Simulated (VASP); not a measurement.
Write the native input for VASP 6.6.1 that does the following.

```yaml
Task: single point
Functional: PBEsol
Potentials_or_basis: VASP PAW PBE potentials, release 64 (Ni, O)
Cutoff: 520 eV
k_mesh: 6 × 6 × 6
Occupations: gaussian, width 0.05 eV
Spin: collinear spin, ferromagnetic start
Starting_moments: "[0.5, 0.0] μB"
Hubbard_terms: Ni d U = 7.2 eV
Dipole_correction: no
Further_INCAR_settings: ALGO = Normal; EDIFF = 1e-07; NBANDS = 19
```

The structure of NiO lies in POSCAR:

```
NiO
1.0
    0.0000000000      2.0913095126      2.0913095126
    2.0913095126      0.0000000000      2.0913095126
    2.0913095126      2.0913095126      0.0000000000
Ni O
1 1
Direct
    0.0000000000      0.0000000000      0.0000000000
    0.5000000000      0.5000000000      0.5000000000
```

One way to write it, as run:

INCAR

```
PREC = Accurate
ENCUT = 520
EDIFF = 1E-7
ISMEAR = 0
SIGMA = 0.05
LREAL = False
LASPH = True
NELM = 150
ALGO = Normal
ISIF = 2
LWAVE = False
LCHARG = True
ISPIN = 2
MAGMOM = 0.5 0
LORBIT = 11
LMAXMIX = 4
LDAU = True
LDAUTYPE = 2
LDAUL = 2 -1
LDAUU = 7.2 0
LDAUJ = 0 0
LDAUPRINT = 1
GGA = PS
LELF = True
LVHAR = True
NBANDS = 19
```

KPOINTS

```
Automatic mesh
0
Gamma
  6 6 6
```

Potentials or basis: VASP PAW PBE potentials, release 64 (Ni, O).

Run with:

```sh
$ cat potpaw_PBE.64/Ni/POTCAR potpaw_PBE.64/O/POTCAR > POTCAR
$ mpirun -np 1 vasp_std > vasp.out
```

Results of the run:

```yaml
Pressure: -9.5 GPa
Band_gap_on_the_k_mesh: 2.79 eV, indirect (least direct gap 3.45 eV)
Net_moment: 2.00 μB per cell
Site_moments: Ni +1.85; O +0.15 μB
Valence_electrons_inside_the_program's_atomic_spheres: Ni 9.02; O 5.00
```

Caveat: the k points lie up to 0.43 Å⁻¹ apart; the PAW data sets were made with another functional, which shifts forces and pressure a little; a cell with one magnetic atom can't hold antiferromagnetic order, which such compounds often take.

Run time: 9.2 s on 1 thread of Intel(R) Xeon(R) 6975P-C (Granite Rapids), with other jobs on the host, peak memory 0.14 GiB.
